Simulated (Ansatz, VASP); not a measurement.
# One calculation of Ti, two programs

INCAR

```
SYSTEM = Ti
PREC = Accurate ; ENCUT = 520
EDIFF = 1E-6 ; ISMEAR = -1
SIGMA = 0.1 ; LREAL = .FALSE.
LASPH = .TRUE. ; NELM = 80
ALGO = Normal ; ISIF = 2
LWAVE = .FALSE. ; LCHARG = .TRUE.
GGA = PS ; LELF = .TRUE.
LVHAR = .TRUE. ; NBANDS = 12
```

The input KPOINTS:

```
regular mesh
0
G
  16 16 16
  0 0 0
```

POSCAR

```
Ti
1.0
    0.0000000000      2.0296139257      2.0296139257
    2.0296139257      0.0000000000      2.0296139257
    2.0296139257      2.0296139257      0.0000000000
Ti
1
Direct
    0.0000000000      0.0000000000      0.0000000000
```

Input for Ansatz:

```yaml
crystal:
  lattice:
    - [0.0, 2.0296139257, 2.0296139257]
    - [2.0296139257, 0.0, 2.0296139257]
    - [2.0296139257, 2.0296139257, 0.0]
  atoms:
    - { symbol: Ti, position: [0.0, 0.0, 0.0] }
kpoints:
  mp_grid: { grid: [16, 16, 16] }
scf:
  occupations: { method: fermi_dirac, width: 0.1 }
hamiltonian:
  xc: pbesol
  pseudopotentials: { kind: all_electron, datasets: crystal }
output:
  forces: true
  stress: true
  eigenvalues: true
```

Change from the starting cell: volume scaled by 1, crystal datasets.

Alike in both runs: task single point; functional PBEsol; k mesh 16 × 16 × 16; occupations fermi-dirac, width 0.1 eV; no spin polarisation.

|  | VASP | Ansatz |
| --- | --- | --- |
| version | VASP 6.6.1 | Ansatz 0.2.0 |
| potentials or method | VASP PAW PBE potentials, release 64 (Ti_sv), cutoff 520 eV | all-electron PAW with datasets made for the crystal, scalar-relativistic |

```tsv
	VASP	Ansatz	Ansatz less VASP
pressure (GPa)	-0.3	0.0	+0.27
```

VASP's potentials were made for PBE, not for PBEsol. Ansatz ran all-electron here, and VASP with PAW potentials. Ansatz's warnings: printed levels off.
